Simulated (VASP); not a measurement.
# Os (C2/m) in VASP: notebook

Os is run at these levels: r2SCAN; tasks: single point.

Program: VASP 6.6.1. These are calculated values, not measurements. Logs are shortened: lines on timing, memory, paths and dates and some standing lists are left out, and cuts for length are marked.

## Step 1: The cell of the first run

The typed cell holds 1 atom: a = 2.823 Å, b = 2.823 Å, c = 2.720 Å, α = 90.00°, β = 58.70°, γ = 120.00°.

## Step 2: Single point, r2SCAN

File POSCAR:

```
Os
1.0
    2.8227732128     -0.0000001893      0.0013605463
   -1.4113867703      2.4445935954      0.0000000000
    1.4124017326      0.8154505205      2.1772211224
Os
1
Direct
    0.0000000000      0.0000000000      0.0000000000
```

File INCAR.step1:

```
  ALGO = Normal
  EDIFF = 1E-4
  ENCUT = 520
  GGA = PE
  ISMEAR = 0
  ISYM = 0
  LASPH = T
  LCHARG = F
  LREAL = F
  LWAVE = T
  NBANDS = 10
  NELM = 100
  PREC = Accurate
  SIGMA = 0.1
```

File INCAR.step2:

```
  ALGO = Normal
  EDIFF = 1E-6
  ENCUT = 520
  ISIF = 2
  ISMEAR = 0
  ISTART = 1
  ISYM = 0
  LASPH = T
  LCHARG = T
  LELF = T
  LMIXTAU = T
  LREAL = F
  LVHAR = T
  LWAVE = F
  METAGGA = R2SCAN
  NBANDS = 10
  NELM = 100
  PREC = Accurate
  SIGMA = 0.1
```

File KPOINTS:

```
k-points
0
Gamma
  12 12 16
```

Potentials or basis: VASP PAW PBE potentials, release 64 (Os).

On the command line:

```sh
cat potpaw_PBE.64/Os/POTCAR > POTCAR
cp INCAR.step1 INCAR
mpirun -np 1 vasp_std > vasp.out
cp INCAR.step2 INCAR
mpirun -np 1 vasp_std > vasp.out
```

OUTCAR:

```text
EDIFF = 1E-6
   ENCUT = 520
   ISIF = 2
   ISMEAR = 0
   ISTART = 1
   ISYM = 0
   LASPH = T
   LREAL = F
   METAGGA = R2SCAN
   NELM = 100
   PREC = Accurate

 ion  position               nearest neighbor table
   1  0.000  0.000  0.000-

IMPORTANT INFORMATION: All symmetrisations will be switched off!
NOSYMM: (Re-)initialisation of all symmetry stuff for point group C_1.

----------------------------------------------------------------------------------------

                                     Primitive cell

  volume of cell :      15.0177

  direct lattice vectors                    reciprocal lattice vectors
     2.822773213 -0.000000189  0.001360546     0.354409312  0.204618312 -0.306548760
    -1.411386770  2.444593595  0.000000000     0.000073904  0.409108618 -0.153274380
     1.412401733  0.815450520  2.177221122    -0.000221471 -0.000127866  0.459492637

  length of vectors
     2.822773541  2.822773541  2.720318000     0.511318645  0.436878590  0.459492708

  position of ions in fractional coordinates (direct lattice)
     0.000000000  0.000000000  0.000000000

  ion indices of the primitive-cell ions
   primitive index   ion index
                 1           1

----------------------------------------------------------------------------------------

 KPOINTS: k-points

Automatic generation of k-mesh.
 Grid dimensions read from file:
 generate k-points for:   12   12   16

 Generating k-lattice:

  Cartesian coordinates                     Fractional coordinates (reciprocal lattice)
     0.029534109  0.017051526 -0.025545730     0.083333333  0.000000000  0.000000000
     0.000006159  0.034092385 -0.012772865     0.000000000  0.083333333  0.000000000
    -0.000013842 -0.000007992  0.028718290     0.000000000 -0.000000000  0.062500000

  Length of vectors
     0.042609887  0.036406549  0.028718294

  Shift w.r.t. Gamma in fractional coordinates (k-lattice)
     0.000000000  0.000000000  0.000000000

 Subroutine IBZKPT returns following result:
 ===========================================

 Found   1156 irreducible k-points:

 Following reciprocal coordinates:
            Coordinates               Weight
  0.000000  0.000000  0.000000      1.000000
  0.083333  0.000000 -0.000000      2.000000
  0.166667  0.000000 -0.000000      2.000000
  0.250000  0.000000 -0.000000      2.000000
  0.333333  0.000000 -0.000000      2.000000
  0.416667  0.000000  0.000000      2.000000
[... 16 lines left out ...]
 -0.250000  0.166667  0.000000      2.000000
  0.166667  0.166667 -0.000000      2.000000
 [... further k-points ...]
   k-points           NKPTS =   1156   k-points in BZ     NKDIM =   1156   number of bands    NBANDS=     10
   number of dos      NEDOS =    301   number of ions     NIONS =      1
   total plane-waves  NPLWV =  11520
   dimension x,y,z NGX =    24 NGY =   24 NGZ =   20
   dimension x,y,z NGXF=    48 NGYF=   48 NGZF=   40
   ions per type =               1
   NGX,Y,Z   is equivalent  to a cutoff of  14.13, 14.13, 12.22 a.u.
   NGXF,Y,Z  is equivalent  to a cutoff of  28.27, 28.27, 24.45 a.u.
 SYSTEM =  unknown system
   PREC   = accura    normal or accurate (medium, high low for compatibility)
   ISTART =      1    job   : 0-new  1-cont  2-samecut
   ICHARG =      0    charge: 1-file 2-atom 10-const
   ISPIN  =      1    spin polarized calculation?
   LNONCOLLINEAR =      F non collinear calculations
   LSORBIT =      F    spin-orbit coupling
   LASPH  =      T    aspherical Exc in radial PAW
   ENCUT  =  520.0 eV  38.22 Ry    6.18 a.u.   5.25  5.25  5.06*2*pi/ulx,y,z
   NELM   =    100;   NELMIN=  2; NELMDL=  0     # of ELM steps
   EDIFF  = 0.1E-05   stopping-criterion for ELM
   LREAL  =      F    real-space projection
   EDIFFG = 0.1E-04   stopping-criterion for IOM
   NSW    =      0    number of steps for IOM
   IBRION =     -1    ionic relax: 0-MD 1-quasi-New 2-CG
   NFREE  =      0    steps in history (QN), initial steepest desc. (CG)
   ISIF   =      2    stress and relaxation
   ISYM   =      0    0-nonsym 1-usesym 2-fastsym
   POTIM  = 0.5000    time-step for ionic-motion
   TEBEG  =    0.0;   TEEND  =   0.0 temperature during run
   PSTRESS=    0.0 pullay stress
   NELECT =       8.0000    total number of electrons
   NUPDOWN=      -1.0000    fix difference up-down
   EMIN   =  10.00;   EMAX   =-10.00  energy-range for DOS
   EFERMI =   0.00;   METHOD = LEGACY
   ISMEAR =     0;   SIGMA  =   0.10  broadening in eV -4-tet -1-fermi 0-gaus
   EFERMI_NEDOS =   21; number of points for ismear=-14 and -15
   IALGO  =     38    algorithm
   IMIX   =      4    mixing-type and parameters
     AMIX     =   0.40;   BMIX     =  1.00
     AMIX_MAG =   1.60;   BMIX_MAG =  1.00
  volume/ion in A,a.u.               =      15.02       101.34
  Fermi-wavevector in a.u.,A,eV,Ry     =   1.327099  2.507854 23.962484  1.761193
  Thomas-Fermi vector in A             =   2.456437
   LORBIT       =      0    0 simple, 1 ext, 2 COOP (PROOUT), +10 PAW based schemes
   METAGGA = R2SCAN    functional components
   LHFCALC =     F    Hartree Fock is set to
   AEXX    =    0.0000 exact exchange contribution
   IVDW    =     0    specifies the selected vdW correction
   LEPSILON=     F    determine dielectric tensor
   LRPA    =     F    only Hartree local field effects (RPA)
 non-spin polarized calculation
 Gauss-broadening in eV      SIGMA  =   0.10
  energy-cutoff  :      520.00
  volume of cell :       15.02
 maximum number of plane-waves:       419
 NGX is ok and might be reduce to    24
   NGX = 11   NGY = 11   NGZ = 11

 number of electron       8.0000000 magnetization

 Free energy of the ion-electron system (eV)
  ---------------------------------------------------
  ext. energy  EPLUGINS =         0.00000000
  ---------------------------------------------------
  free energy    TOTEN  =       -52.73501544 eV

  energy without entropy =      -52.73143725  energy(sigma->0) =      -52.73322635

 E-fermi :   8.1303     XC(G=0): -14.9147

 val. band max:        8.1283414900   @ k =   0.4167   0.0000   0.1250
 cond. band min:       8.1424275248   @ k =   0.0833   0.5000  -0.3750
 fundamental gap:      0.0140860348
 Fermi energy:         8.1302696059

 k-point     1 :       0.0000    0.0000    0.0000
  band No.  band energies     occupation
      1      -2.5559      2.00000
      2       4.9184      2.00000
      3       4.9207      2.00000
      4       5.9686      2.00000
      5       8.1659      0.61416
      6       8.1822      0.46253
      7      23.0400      0.00000
      8      28.2271      0.00000
      9      28.2324      0.00000
     10      30.1422      0.00000

 k-point     2 :       0.0833    0.0000   -0.0000
  band No.  band energies     occupation
      1      -2.1362      2.00000
      2       4.7568      2.00000
      3       5.1786      2.00000
      4       6.0197      2.00000
      5       7.7869      2.00000
      6       8.2861      0.02757
      7      23.7973      0.00000
      8      27.6676      0.00000
      9      28.3859      0.00000
     10      29.8328      0.00000

 k-point     3 :       0.1667    0.0000   -0.0000
  band No.  band energies     occupation
      1      -0.9711      2.00000
      2       4.0807      2.00000
      3       5.9385      2.00000
      4       6.4694      2.00000
      5       6.9127      2.00000
      6       8.6269      0.00000
      7      25.8179      0.00000
      8      27.0038      0.00000
      9      28.3276      0.00000
     10      29.6675      0.00000

 k-point     4 :       0.2500    0.0000   -0.0000
  band No.  band energies     occupation
      1       0.5163      2.00000
      2       3.1587      2.00000
      3       6.0213      2.00000
      4       7.1500      2.00000
      5       7.6362      2.00000
      6       9.1267      0.00000
      7      26.6244      0.00000
      8      27.0798      0.00000
      9      27.5934      0.00000
     10      28.8207      0.00000

 k-point     5 :       0.3333    0.0000   -0.0000
  band No.  band energies     occupation
      1       1.2581      2.00000
      2       2.3315      2.00000
      3       6.7460      2.00000
      4       8.6838      0.00000
      5       8.9922      0.00000
      6       9.6866      0.00000
      7      23.6763      0.00000
      8      24.6111      0.00000
      9      26.1670      0.00000
     10      29.2049      0.00000

 k-point     6 :       0.4167    0.0000    0.0000
  band No.  band energies     occupation
      1       1.0788      2.00000
      2       1.7776      2.00000
      3       8.9532      0.00000
      4       9.9411      0.00000
      5      10.3424      0.00000
      6      10.4428      0.00000
      7      20.9877      0.00000
      8      21.6950      0.00000
      9      22.6227      0.00000
     10      30.0145      0.00000

 k-point     7 :       0.5000    0.0000   -0.0000
  band No.  band energies     occupation
      1       0.9174      2.00000
      2       1.5857      2.00000
      3      10.1749      0.00000
      4      10.3975      0.00000
      5      10.9556      0.00000
      6      11.1644      0.00000
      7      19.8015      0.00000
      8      19.9649      0.00000
      9      21.2806      0.00000
     10      30.5905      0.00000

 k-point     8 :      -0.0000    0.0833   -0.0000
  band No.  band energies     occupation
      1      -2.2523      2.00000
      2       4.8214      2.00000
      3       5.0155      2.00000
      4       6.0533      2.00000
      5       8.0922      1.40950
      6       8.1069      1.25945
      7      23.5703      0.00000
      8      27.0443      0.00000
      9      28.7883      0.00000
     10      30.4561      0.00000

 k-point     9 :      -0.0833    0.0833    0.0000
  band No.  band energies     occupation
      1      -2.2523      2.00000
      2       4.8214      2.00000
      3       5.0155      2.00000
      4       6.0533      2.00000
      5       8.0922      1.40950
      6       8.1069      1.25945
      7      23.5703      0.00000
      8      27.0443      0.00000
      9      28.7883      0.00000
     10      30.4561      0.00000
[... 118 lines left out ...]
 k-point    19 :       0.5000    0.0833   -0.0000
  band No.  band energies     occupation
      1       1.1104      2.00000
      2       1.7677      2.00000
      3       8.6766      0.00000
      4       9.9126      0.00000
      5      10.7676      0.00000
      6      12.3031      0.00000
      7      18.7265      0.00000
      8      21.2600      0.00000
      9      22.0881      0.00000
     10      30.9989      0.00000

 k-point    20 :      -0.0000    0.1667   -0.0000
  band No.  band energies     occupation
      1      -1.4174      2.00000
      2       4.5679      2.00000
      3       5.1978      2.00000
      4       6.2764      2.00000
      5       8.0148      1.89757
      6       8.0695      1.61025
      7      24.7444      0.00000
      8      24.9684      0.00000
      9      30.3556      0.00000
     10      31.7346      0.00000

 k-point    21 :      -0.1667    0.1667    0.0000
  band No.  band energies     occupation
      1      -1.4174      2.00000
      2       4.5679      2.00000
      3       5.1978      2.00000
      4       6.2764      2.00000
      5       8.0148      1.89757
      6       8.0695      1.61025
      7      24.7444      0.00000
      8      24.9684      0.00000
      9      30.3556      0.00000
     10      31.7346      0.00000

 k-point    22 :       0.0833    0.1667   -0.0000
  band No.  band energies     occupation
      1      -0.4197      2.00000
      2       4.2255      2.00000
      3       5.3785      2.00000
      4       6.4829      2.00000
      5       7.6383      2.00000
      6       8.7576      0.00000
      7      23.6518      0.00000
      8      26.0417      0.00000
      9      30.8847      0.00000
     10      31.3306      0.00000

 k-point    23 :      -0.2500    0.1667    0.0000
  band No.  band energies     occupation
      1      -0.4197      2.00000
      2       4.2255      2.00000
      3       5.3785      2.00000
      4       6.4829      2.00000
      5       7.6383      2.00000
      6       8.7576      0.00000
      7      23.6518      0.00000
      8      26.0417      0.00000
      9      30.8847      0.00000
     10      31.3306      0.00000

 k-point    24 :       0.1667    0.1667   -0.0000
  band No.  band energies     occupation
      1       0.8880      2.00000
      2       3.5953      2.00000
      3       5.1213      2.00000
      4       6.9313      2.00000
      5       8.4843      0.00000
      6       9.6462      0.00000
      7      22.5063      0.00000
      8      26.5837      0.00000
      9      28.4561      0.00000
     10      30.3045      0.00000

 [... further k-points ...]
[... 5 lines left out ...]
  --------------------------------------------------------------------------------------
  -------------------------------------------------------------------------------------
  Total       -3.0637984     -3.0355566      0.0264040     -0.0244602     -0.0030076     -0.0052105
  in kB     -326.8636910   -323.8506912      2.8169314     -2.6095570     -0.3208701     -0.5558816
  external PRESSURE =    -215.9658170 kB  Pullay stress =       0.0000000 kB

 VOLUME and BASIS-vectors are now :
 -----------------------------------------------------------------------------
  energy-cutoff  :      520.00
  volume of cell :       15.02
      direct lattice vectors                 reciprocal lattice vectors
     2.822773213 -0.000000189  0.001360546     0.354409312  0.204618312 -0.306548760
    -1.411386770  2.444593595  0.000000000     0.000073904  0.409108618 -0.153274380
     1.412401733  0.815450520  2.177221122    -0.000221471 -0.000127866  0.459492637

 POSITION                                       TOTAL-FORCE (eV/Angst)
 -----------------------------------------------------------------------------------
      0.00000      0.00000      0.00000         0.000000     -0.000000      0.000000
 -----------------------------------------------------------------------------------
    total drift:                                0.000000     -0.000000      0.000000

  FREE ENERGIE OF THE ION-ELECTRON SYSTEM (eV)
  ---------------------------------------------------
  free  energy   TOTEN  =       -52.7350154401 eV

  energy  without entropy=      -52.7314372522  energy(sigma->0) =      -52.73322635
```

Run time: 2.6 min. Hardware: 1 thread of Intel Xeon 6975P-C (Granite Rapids), shared host; peak memory 0.29 GiB.

Results:

* Free energy: -52.7350 eV
* Pressure: -21.6 GPa
* Band gap on the k mesh: zero (bands 4 and 5 overlap by 3.84 eV)

Stress tensor (GPa, compression positive):
```
-32.69  -0.26  -0.06
 -0.26 -32.39  -0.03
 -0.06  -0.03   0.28
```

Caveat: the cell stands under tension; the PAW data sets were made with another functional, which shifts forces and pressure a little; spin-orbit coupling is left out, which moves the levels of the heavy elements.

## Step 3: Single point, r2SCAN

POSCAR is that of step 2.

File INCAR.step1:

```
SYSTEM = Os
PREC = Accurate ; ENCUT = 520
ISMEAR = 0 ; SIGMA = 0.1
LREAL = .False. ; LASPH = .True.
NELM = 80 ; NBANDS = 10
ISYM = 0 ; GGA = PE
ALGO = Normal ; EDIFF = 1E-4
LWAVE = .True. ; LCHARG = .False.
```

File INCAR.step2:

```
SYSTEM = Os
PREC = Accurate ; ENCUT = 520
EDIFF = 1E-6 ; ISMEAR = 0
SIGMA = 0.1 ; LREAL = .False.
LASPH = .True. ; NELM = 80
ALGO = Normal ; ISIF = 2
LWAVE = .False. ; LCHARG = .False.
METAGGA = R2SCAN ; LMIXTAU = .True.
NBANDS = 10 ; ISYM = 0
ISTART = 1
```

File KPOINTS:

```
regular mesh
0
Gamma
  12 12 16
  0 0 0
```

Potentials or basis: VASP PAW PBE potentials, release 64 (Os).

On the command line:

```sh
cat potpaw_PBE.64/Os/POTCAR > POTCAR
cp INCAR.step1 INCAR
mpirun -np 1 vasp_std > vasp.out
cp INCAR.step2 INCAR
mpirun -np 1 vasp_std > vasp.out
```

It took 2.6 min on 1 thread of Intel Xeon 6975P-C (Granite Rapids), shared host; peak memory 0.29 GiB.

The run converged. Its results:

- Free energy: -52.7350 eV
- Pressure: -21.6 GPa
- Band gap on the k mesh: zero (bands 4 and 5 overlap by 3.84 eV)

Stress tensor (GPa, compression positive):
```
-32.69  -0.26  -0.06
 -0.26 -32.39  -0.03
 -0.06  -0.03   0.28
```

Levels at points of the mesh, in eV from the Fermi level:
```csv
k point,band 2,band 3,band 4,band 5,band 6,band 7
"(0.00, 0.00, 0.00)",-3.21,-3.21,-2.16,0.04,0.05,14.91
"(0.50, 0.00, 0.00)",-6.54,2.04,2.27,2.83,3.03,11.67
"(0.00, 0.50, 0.00)",-3.45,-2.39,-0.43,1.82,2.45,8.33
"(0.50, 0.50, 0.00)",-3.45,-2.39,-0.43,1.82,2.45,8.33
"(0.00, 0.00, 0.50)",-3.18,-3.18,0.41,2.47,2.48,9.44
"(0.50, 0.00, 0.50)",-3.46,-2.37,-0.44,1.82,2.44,8.31
"(0.00, 0.50, 0.50)",-6.55,2.05,2.25,2.83,3.03,11.67
"(0.50, 0.50, 0.50)",-6.55,2.05,2.25,2.83,3.03,11.67
```

Caveat: the cell stands under tension; the PAW data sets were made with another functional, which shifts forces and pressure a little; spin-orbit coupling is left out, which moves the levels of the heavy elements.
